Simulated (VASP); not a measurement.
**Ga2O3: single point with PBE**

Crystal: Ga2O3.

```
CELL_PARAMETERS angstrom
6.14024 -1.52378 0.00000
6.14024 1.52378 0.00000
-1.38413 0.00000 5.65035
ATOMIC_POSITIONS crystal
Ga 0.34116 0.34116 0.68527
Ga 0.65884 0.65884 0.31473
Ga 0.90953 0.90953 0.20521
Ga 0.09047 0.09047 0.79479
O 0.50353 0.50353 0.74334
O 0.49647 0.49647 0.25666
O 0.82663 0.82663 0.43677
O 0.17337 0.17337 0.56323
O 0.16450 0.16450 0.10915
O 0.83550 0.83550 0.89085
```

```
Program             : VASP 6.6.1
Task                : single point
Functional          : PBE
Potentials or basis : VASP PAW PBE potentials, release 64 (Ga_d, O)
Cutoff              : 520 eV
k mesh              : 6 × 6 × 4
Occupations         : gaussian, width 0.1 eV
Spin                : no spin polarisation
```

```
Pressure               : 7.3 GPa
Largest force          : 0.172 eV/Å
Band gap on the k mesh : 2.30 eV, indirect (least direct gap 2.31 eV)
```

Forces in eV/Å, atoms in the order of the input:
```
Ga   0.040  0.000  0.055
Ga  -0.040  0.000 -0.055
Ga   0.017  0.000 -0.028
Ga  -0.017  0.000  0.028
O   -0.005  0.000 -0.028
O    0.005  0.000  0.028
O    0.026  0.000  0.013
O   -0.026  0.000 -0.013
O    0.171  0.000 -0.007
O   -0.171  0.000  0.007
```

Stress tensor (GPa, compression positive):
```
7.18 0.00 0.15
0.00 7.69 0.00
0.15 0.00 7.14
```

Levels at points of the mesh, in eV from the valence-band top:
| k point | band 42 | band 43 | band 44 | band 45 | band 46 | band 47 |
| --- | --- | --- | --- | --- | --- | --- |
| (0.00, 0.00, 0.00) | -0.48 | -0.28 | -0.02 | 2.30 | 5.61 | 6.65 |
| (0.50, 0.00, 0.00) | -0.71 | -0.46 | -0.11 | 5.57 | 6.41 | 7.12 |
| (0.50, 0.50, 0.00) | -0.67 | -0.41 | -0.15 | 4.46 | 4.71 | 5.80 |
| (0.00, 0.00, 0.50) | -0.64 | -0.50 | -0.29 | 4.67 | 4.81 | 6.63 |
| (0.50, 0.00, 0.50) | -1.02 | -0.72 | -0.63 | 6.80 | 6.85 | 7.73 |
| (0.50, 0.50, 0.50) | -0.61 | -0.60 | 0.00 | 5.08 | 5.23 | 6.13 |

Run time: 4 min on 1 thread of Intel(R) Xeon(R) 6975P-C (Granite Rapids), with other jobs on the host, peak memory 0.43 GiB.

A k mesh can miss the band edges. As with any semilocal functional, this PBE gap is likely too small.
